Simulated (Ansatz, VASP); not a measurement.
## One calculation of PbSe, two programs

The input INCAR:

```
ALGO     = Normal         # electronic algorithm
EDIFF    = 1E-6           # SCF threshold, eV
ENCUT    = 520            # plane-wave cutoff, eV
GGA      = RP             # functional
ISIF     = 2              # what is computed and relaxed
ISMEAR   = -1             # smearing method
IVDW     = 12             # dispersion correction
LASPH    = T              # aspherical terms in the spheres
LCHARG   = T              # write CHGCAR
LELF     = T              # ELF
LREAL    = F              # projectors in reciprocal space
LVHAR    = T            
LWAVE    = F              # write WAVECAR
NBANDS   = 17             # bands
NELM     = 80             # most SCF steps
PREC     = Accurate       # precision mode
SIGMA    = 0.05           # smearing width, eV
```

KPOINTS

```
k-points
0
Gamma
  8 8 8
```

Contents of POSCAR:

```
PbSe
1.0
    0.0000000000      3.0192847941      3.0192847941
    3.0192847941      0.0000000000      3.0192847941
    3.0192847941      3.0192847941      0.0000000000
Pb Se
1 1
Direct
    0.0000000000      0.0000000000      0.0000000000
    0.5000000000      0.5000000000      0.5000000000
```

Contents of input.yaml:

```yaml
crystal:
  lattice:
    - [0.0, 3.0192847941, 3.0192847941]
    - [3.0192847941, 0.0, 3.0192847941]
    - [3.0192847941, 3.0192847941, 0.0]
  atoms:
    - { symbol: Pb, position: [0.0, 0.0, 0.0] }
    - { symbol: Se, position: [0.5, 0.5, 0.5] }
hamiltonian:
  xc: rpbe
  pseudopotentials: { kind: paw }
  dispersion: d3bj
kpoints:
  mp_grid: { grid: [8, 8, 8] }
scf:
  occupations: { method: fermi_dirac, width: 0.05 }
output:
  forces: true
  stress: true
  eigenvalues: true
```

Alike in both runs: task single point; functional RPBE; dispersion D3(BJ); k mesh 8 × 8 × 8; occupations fermi-dirac, width 0.05 eV; no spin polarisation.

|  | VASP | Ansatz |
| --- | --- | --- |
| version | VASP 6.6.1 | Ansatz 0.2.0 |
| potentials or method | VASP PAW PBE potentials, release 64 (Pb_d, Se) | Ansatz PAW |
| plane-wave cutoff (eV) | 520 | 420 |
| valence electrons in the cell | 20 | 30 |

|  | VASP | Ansatz | Ansatz less VASP |
| --- | --- | --- | --- |
| gap on the k mesh at the Fermi level (eV) | 0.23 | 0.22 | -0.006 |
| least direct gap on the mesh (eV) | 0.23 | 0.22 | -0.006 |
| pressure (GPa) | -8.9 | -8.9 | +0.02 |

VASP's potentials were made for PBE, not for RPBE. VASP's potentials hold 20 valence electrons a cell and Ansatz's 30, so a difference there can come from the potentials and not from the codes.

Neither program's run includes spin-orbit coupling.
